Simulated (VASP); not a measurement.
# MnH4N2F2 (C2/m) in VASP: density of states with LDA

Aim: the density of states of MnH4N2F2 with LDA.

Everything below comes from runs of VASP 6.6.1. Logs are shortened: lines on timing, memory, paths and dates and some standing lists are left out, and cuts for length are marked.

### 1 The cell of the first run

Symmetry: C2/m, No. 12, monoclinic system. Conventional cell: a = 10.289 Å, b = 3.126 Å, c = 4.850 Å, α = 90.00°, β = 105.71°, γ = 90.00°. Mn (site symmetry 2/m) has 2 F at 1.93 Å and 4 N at 2.06 Å and 4 H at 2.58 Å within 2.6 Å. F (site symmetry m) has 3 H at 1.83 to 2.19 Å and 1 Mn at 1.93 Å within 2.4 Å. N (site symmetry m) has 2 H at 0.98 Å within 1.3 Å. Within 1.3 Å of H (site symmetry m) lie 1 N at 0.98 Å. H (site symmetry m) has 1 N at 0.98 Å within 1.3 Å.

### 2 Density of states, LDA

Contents of POSCAR:

```
MnH4N2F2
1.0
    0.0000000000      3.1259190700      0.0000000000
    5.1444326400     -1.5629595300      0.0000000000
    1.3135539300      0.0000000000     -4.6690676500
Mn F N H
1 2 2 4
Direct
    0.0000000000      0.0000000000      0.0000000000
    0.8812000000      0.7624000000      0.7537000000
    0.1188000000      0.2376000000      0.2463000000
    0.6067000000      0.2134000000      0.7706000000
    0.3933000000      0.7866000000      0.2294000000
    0.6100000000      0.2200000000      0.5660000000
    0.3900000000      0.7800000000      0.4340000000
    0.7010000000      0.4020000000      0.7762000000
    0.2990000000      0.5980000000      0.2238000000
```

Contents of INCAR.step1:

```
SYSTEM = MnH4N2F2
ALGO = Normal ; EDIFF = 1E-6
ENCUT = 520 ; GGA = CA
ISIF = 2 ; ISMEAR = -1
LASPH = .True. ; LCHARG = .True.
LMAXMIX = 4 ; LREAL = .False.
LWAVE = .False. ; NBANDS = 30
NELM = 60 ; PREC = Accurate
SIGMA = 0.1
```

Contents of KPOINTS.step1:

```
k-points
0
Gamma
  6 6 4
  0 0 0
```

Contents of INCAR.step2:

```
SYSTEM = MnH4N2F2
ALGO = Normal ; EDIFF = 1E-6
ENCUT = 520 ; GGA = CA
ICHARG = 11 ; ISIF = 2
ISMEAR = -5 ; LASPH = .True.
LCHARG = .False. ; LMAXMIX = 4
LORBIT = 11 ; LREAL = .False.
LWAVE = .False. ; NBANDS = 30
NEDOS = 1001 ; NELM = 60
PREC = Accurate ; SIGMA = 0.1
```

Contents of KPOINTS.step2:

```
k-points
0
Gamma
  9 9 6
  0 0 0
```

Potentials or basis: VASP PAW LDA potentials, release 64 (Mn_pv, F, N, H).

Command:

```sh
cat potpaw_LDA.64/Mn_pv/POTCAR potpaw_LDA.64/F/POTCAR potpaw_LDA.64/N/POTCAR potpaw_LDA.64/H/POTCAR > POTCAR
cp INCAR.step1 INCAR
cp KPOINTS.step1 KPOINTS
mpirun -np 1 vasp_std > vasp.out
cp INCAR.step2 INCAR
cp KPOINTS.step2 KPOINTS
mpirun -np 1 vasp_std > vasp.out
```

OUTCAR:

```text
SYSTEM = MnH4N2F2
   EDIFF = 1E-6
   ENCUT = 520
   GGA = CA
   ICHARG = 11
   ISIF = 2
   ISMEAR = -5
   LASPH = .True.
   LORBIT = 11
   LREAL = .False.
   NELM = 60
   PREC = Accurate

 ion  position               nearest neighbor table
   1  0.000  0.000  0.000-   2 1.93   3 1.93   4 2.06   5 2.06   4 2.06   5 2.06
   2  0.881  0.762  0.754-   1 1.93
   3  0.119  0.238  0.246-   1 1.93
   4  0.607  0.213  0.771-   8 0.98   6 0.98   1 2.06   1 2.06
   5  0.393  0.787  0.229-   9 0.98   7 0.98   1 2.06   1 2.06
   6  0.610  0.220  0.566-   4 0.98
   7  0.390  0.780  0.434-   5 0.98
   8  0.701  0.402  0.776-   4 0.98
   9  0.299  0.598  0.224-   5 0.98

  LATTYP: Found a base centered monoclinic cell.
 ALAT       =    10.2888652800
 B/A-ratio  =     0.3038157255
 C/A-ratio  =     0.4714145983
 COS(beta)  =    -0.2708179212

  Lattice vectors:

 A1 = (  -5.1444326400,  -1.5629595400,   0.0000000000)
 A2 = (  -5.1444326400,   1.5629595300,   0.0000000000)
 A3 = (   1.3135539300,   0.0000000000,  -4.6690676500)

Analysis of symmetry for initial positions (statically):
=====================================================================
 Subroutine PRICEL returns:
 Original cell was already a primitive cell.

 Routine SETGRP: Setting up the symmetry group for a
 base centered monoclinic supercell.

 Subroutine GETGRP returns: Found  4 space group operations
 (whereof  4 operations were pure point group operations)
 out of a pool of  4 trial point group operations.

The static configuration has the point symmetry C_2h.

Analysis of symmetry for dynamics (positions and initial velocities):
=====================================================================
 Subroutine PRICEL returns:
 Original cell was already a primitive cell.

 Routine SETGRP: Setting up the symmetry group for a
 base centered monoclinic supercell.

 Subroutine GETGRP returns: Found  4 space group operations
 (whereof  4 operations were pure point group operations)
 out of a pool of  4 trial point group operations.

The dynamic configuration has the point symmetry C_2h.

 Subroutine INISYM returns: Found  4 space group operations
 (whereof  4 operations are pure point group operations),
 and found     1 'primitive' translations

----------------------------------------------------------------------------------------

                                     Primitive cell

  volume of cell :      75.0837

  direct lattice vectors                    reciprocal lattice vectors
     0.000000000  3.125919070  0.000000000     0.097192447  0.319905915  0.027343258
     5.144432640 -1.562959530  0.000000000     0.194384895  0.000000000  0.054686516
     1.313553930  0.000000000 -4.669067650     0.000000000  0.000000000 -0.214175522

  length of vectors
     3.125919070  5.376618796  4.850321293     0.335460609  0.201930935  0.214175522

  position of ions in fractional coordinates (direct lattice)
     0.000000000  0.000000000  0.000000000
     0.881200000  0.762400000  0.753700000
     0.118800000  0.237600000  0.246300000
     0.606700000  0.213400000  0.770600000
     0.393300000  0.786600000  0.229400000
     0.610000000  0.220000000  0.566000000
     0.390000000  0.780000000  0.434000000
     0.701000000  0.402000000  0.776200000
     0.299000000  0.598000000  0.223800000

  ion indices of the primitive-cell ions
   primitive index   ion index
                 1           1
                 2           2
                 3           3
                 4           4
                 5           5
                 6           6
                 7           7
                 8           8
                 9           9

----------------------------------------------------------------------------------------

 KPOINTS: k-points

Automatic generation of k-mesh.
 Grid dimensions read from file:
 generate k-points for:    9    9    6

 Generating k-lattice:

  Cartesian coordinates                     Fractional coordinates (reciprocal lattice)
     0.010799161  0.035545102  0.003038140     0.111111111  0.000000000  0.000000000
     0.021598322  0.000000000  0.006076280     0.000000000  0.111111111 -0.000000000
     0.000000000  0.000000000 -0.035695920     0.000000000  0.000000000  0.166666667

  Length of vectors
     0.037273401  0.022436771  0.035695920

  Shift w.r.t. Gamma in fractional coordinates (k-lattice)
     0.000000000  0.000000000  0.000000000

 TETIRR: Found   1454 inequivalent tetrahedra from     2916

 Subroutine IBZKPT returns following result:
 ===========================================

 Found    140 irreducible k-points:

 Following reciprocal coordinates:
            Coordinates               Weight
  0.000000  0.000000  0.000000      1.000000
  0.111111 -0.000000  0.000000      4.000000
  0.222222 -0.000000 -0.000000      4.000000
  0.333333 -0.000000 -0.000000      4.000000
  0.444444 -0.000000 -0.000000      4.000000
  0.000000  0.111111 -0.000000      2.000000
[... 16 lines left out ...]
  0.333333  0.333333  0.000000      2.000000
  0.000000  0.444444 -0.000000      2.000000
 [... further k-points ...]
   k-points           NKPTS =    140   k-points in BZ     NKDIM =    140   number of bands    NBANDS=     30
   number of dos      NEDOS =   1001   number of ions     NIONS =      9
   total plane-waves  NPLWV =  34560
   dimension x,y,z NGX =    24 NGY =   40 NGZ =   36
   dimension x,y,z NGXF=    48 NGYF=   80 NGZF=   72
   ions per type =               1   2   2   4
   NGX,Y,Z   is equivalent  to a cutoff of  12.76, 12.37, 12.34 a.u.
   NGXF,Y,Z  is equivalent  to a cutoff of  25.53, 24.74, 24.68 a.u.
 SYSTEM =  MnH4N2F2
   PREC   = accura    normal or accurate (medium, high low for compatibility)
   ISTART =      0    job   : 0-new  1-cont  2-samecut
   ICHARG =     11    charge: 1-file 2-atom 10-const
   ISPIN  =      1    spin polarized calculation?
   LNONCOLLINEAR =      F non collinear calculations
   LSORBIT =      F    spin-orbit coupling
   LASPH  =      T    aspherical Exc in radial PAW
   ENCUT  =  520.0 eV  38.22 Ry    6.18 a.u.   5.81 10.00  9.02*2*pi/ulx,y,z
   NELM   =     60;   NELMIN=  2; NELMDL=  0     # of ELM steps
   EDIFF  = 0.1E-05   stopping-criterion for ELM
   LREAL  =      F    real-space projection
   EDIFFG = 0.1E-04   stopping-criterion for IOM
   NSW    =      0    number of steps for IOM
   IBRION =     -1    ionic relax: 0-MD 1-quasi-New 2-CG
   NFREE  =      0    steps in history (QN), initial steepest desc. (CG)
   ISIF   =      2    stress and relaxation
   ISYM   =      2    0-nonsym 1-usesym 2-fastsym
   POTIM  = 0.5000    time-step for ionic-motion
   TEBEG  =    0.0;   TEEND  =   0.0 temperature during run
   PSTRESS=    0.0 pullay stress
   NELECT =      41.0000    total number of electrons
   NUPDOWN=      -1.0000    fix difference up-down
   EMIN   =  10.00;   EMAX   =-10.00  energy-range for DOS
   EFERMI =   0.00;   METHOD = LEGACY
   ISMEAR =    -5;   SIGMA  =   0.10  broadening in eV -4-tet -1-fermi 0-gaus
   EFERMI_NEDOS =   21; number of points for ismear=-14 and -15
   IALGO  =     38    algorithm
   IMIX   =      4    mixing-type and parameters
     AMIX     =   0.40;   BMIX     =  1.00
     AMIX_MAG =   1.60;   BMIX_MAG =  1.00
  volume/ion in A,a.u.               =       8.34        56.30
  Fermi-wavevector in a.u.,A,eV,Ry     =   1.338097  2.528637 24.361287  1.790504
  Thomas-Fermi vector in A             =   2.466594
   LORBIT       =     11    0 simple, 1 ext, 2 COOP (PROOUT), +10 PAW based schemes
   GGA     = CA    functional components
   LHFCALC =     F    Hartree Fock is set to
   AEXX    =    0.0000 exact exchange contribution
   IVDW    =     0    specifies the selected vdW correction
   LEPSILON=     F    determine dielectric tensor
   LRPA    =     F    only Hartree local field effects (RPA)
 non-spin polarized calculation
 Fermi weights with tetrahedron method with Bloechl corrections
  energy-cutoff  :      520.00
  volume of cell :       75.08
 maximum number of plane-waves:      2042

 number of electron      41.0000001 magnetization

 Free energy of the ion-electron system (eV)
  ---------------------------------------------------
  ext. energy  EPLUGINS =         0.00000000
  ---------------------------------------------------
  free energy    TOTEN  =       -53.19702960 eV

  energy without entropy =      -53.19702960  energy(sigma->0) =      -53.19702960

 E-fermi :   0.4429     XC(G=0): -10.1975

 val. band max:        0.4559137301   @ k =   0.1111   0.4444   0.1667
 cond. band min:       0.4320848856   @ k =   0.0000   0.0000   0.3333
 fundamental gap:     -0.0238288445
 Fermi energy:         0.4429013632

 k-point     1 :       0.0000    0.0000    0.0000
  band No.  band energies     occupation
      1     -47.7887      2.00000
      2     -47.7358      2.00000
      3     -47.6796      2.00000
      4     -21.4002      2.00000
      5     -21.0888      2.00000
      6     -15.3089      2.00000
[... 22 lines left out ...]
     29      12.0782      0.00000
     30      13.2346      0.00000

 k-point     2 :       0.1111   -0.0000    0.0000
  band No.  band energies     occupation
      1     -47.7884      2.00000
      2     -47.7406      2.00000
      3     -47.6790      2.00000
      4     -21.3811      2.00000
      5     -21.0806      2.00000
      6     -15.2643      2.00000
[... 718 lines left out ...]
 k-point    24 :       0.0000    0.4444   -0.0000
  band No.  band energies     occupation
      1     -47.7887      2.00000
      2     -47.7358      2.00000
      3     -47.6796      2.00000
      4     -21.3265      2.00000
      5     -21.1513      2.00000
      6     -15.2479      2.00000
[... 22 lines left out ...]
     29      11.4102      0.00000
     30      12.4478      0.00000

 [... further k-points ...]
[... 5 lines left out ...]
  --------------------------------------------------------------------------------------
  -------------------------------------------------------------------------------------
  Total       -0.5785914     -9.7771883     -0.8494117     -0.0000000      0.0000000      0.3311708
  in kB      -12.3463104   -208.6311635    -18.1252266     -0.0000000      0.0000000      7.0667105
  external PRESSURE =     -79.7009002 kB  Pullay stress =       0.0000000 kB

 VOLUME and BASIS-vectors are now :
 -----------------------------------------------------------------------------
  energy-cutoff  :      520.00
  volume of cell :       75.08
      direct lattice vectors                 reciprocal lattice vectors
     0.000000000  3.125919070  0.000000000     0.097192447  0.319905915  0.027343258
     5.144432640 -1.562959530  0.000000000     0.194384895  0.000000000  0.054686516
     1.313553930  0.000000000 -4.669067650     0.000000000  0.000000000 -0.214175522

 POSITION                                       TOTAL-FORCE (eV/Angst)
 -----------------------------------------------------------------------------------
      0.00000      0.00000      0.00000         0.000000      0.000000     -0.000000
      4.91214      1.56296     -3.51908         1.642319      0.000000     -1.260117
      1.54585      0.00000     -1.14999        -1.642319     -0.000000      1.260117
      2.11005      1.56296     -3.59798        -2.588020     -0.000000     -2.866624
      4.34794      0.00000     -1.07108         2.588020      0.000000      2.866624
      1.87525      1.56296     -2.64269        -1.200336     -0.000000      2.365103
      4.58274      0.00000     -2.02638         1.200336      0.000000     -2.365103
      3.08764      1.56296     -3.62413         3.052302      0.000000     -0.635409
      3.37034      0.00000     -1.04494        -3.052302     -0.000000      0.635409
 -----------------------------------------------------------------------------------
    total drift:                               -0.000000     -0.000000      0.000000

  FREE ENERGIE OF THE ION-ELECTRON SYSTEM (eV)
  ---------------------------------------------------
  free  energy   TOTEN  =       -53.1970296041 eV

  energy  without entropy=      -53.1970296041  energy(sigma->0) =      -53.19702960

 total charge

# of ion       s       p       d       tot
------------------------------------------
    1        0.317   6.359   4.866  11.541
    2        1.731   4.270   0.000   6.001
    3        1.731   4.270   0.000   6.001
    4        1.228   2.650   0.000   3.878
    5        1.228   2.650   0.000   3.878
    6        0.651   0.107   0.000   0.757
    7        0.651   0.107   0.000   0.757
    8        0.657   0.114   0.000   0.771
    9        0.657   0.114   0.000   0.771
--------------------------------------------------
tot          8.850  20.640   4.866  34.355
```

Run time: 4 min. Hardware: 1 thread of Oxide Virtual Turin-like, shared host; peak memory 0.34 GiB.

What came out:

```yaml
Valence_electrons_inside_the_program's_atomic_spheres: Mn 11.54; F 6.00; N 3.88; H 0.76, 0.77
```

Levels at points of the mesh, in eV from the Fermi level:
```csv
k point,band 16,band 17,band 18,band 19,band 20,band 21,band 22,band 23,band 24,band 25
"(0.00, 0.00, 0.00)",-2.93,-2.89,-1.69,-0.56,-0.44,-0.04,0.05,2.37,3.16,5.49
"(0.00, 0.00, 0.50)",-3.02,-2.73,-2.05,-0.62,-0.53,-0.01,0.06,2.20,3.22,7.23
```

Caveat: an odd number of electrons without spin polarisation forces a metal; a magnetic or distorted state may lie lower; the run has no spin polarisation, though such a crystal can be magnetic; tetrahedron occupations give inexact forces and stress in metals. Spin polarisation is off, so any magnetic state and its effect on volume and gap are missing.
